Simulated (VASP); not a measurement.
A run of VASP 6.6.1:

The input INCAR:

```
SYSTEM = GaN
ALGO = Normal ; EDIFF = 1E-6
ENCUT = 600 ; GGA_COMPAT = .False.
ISIF = 2 ; ISMEAR = -1
LASPH = .True. ; LCHARG = .False.
LREAL = .False. ; LWAVE = .False.
NBANDS = 16 ; NELM = 120
PREC = Accurate ; SIGMA = 0.01
```

File KPOINTS:

```
k-points
0
Gamma
  8 8 8
  0 0 0
```

The input POSCAR:

```
GaN
1.0
    0.0000000000      2.1352400000      2.1352400000
    2.1352400000      0.0000000000      2.1352400000
    2.1352400000      2.1352400000      0.0000000000
Ga N
1 1
Direct
    0.0000000000      0.0000000000      0.0000000000
    0.5000000000      0.5000000000      0.5000000000
```

Potentials or basis: VASP PAW LDA potentials, release 64 (Ga_d, N).

Run with:

```bash
$ cat potpaw_LDA.64/Ga_d/POTCAR potpaw_LDA.64/N/POTCAR > POTCAR
$ mpirun -np 1 vasp_std > vasp.out
```

Hardware: 1 thread of Intel Xeon 8259CL, on a shared host.

**Question.** How long does it take, and how much memory?

**Answer.** Run time: 11 s on 1 thread of Intel Xeon 8259CL, with other jobs on the host, peak memory 0.13 GiB. Counts: scf iterations 12, k points 29.
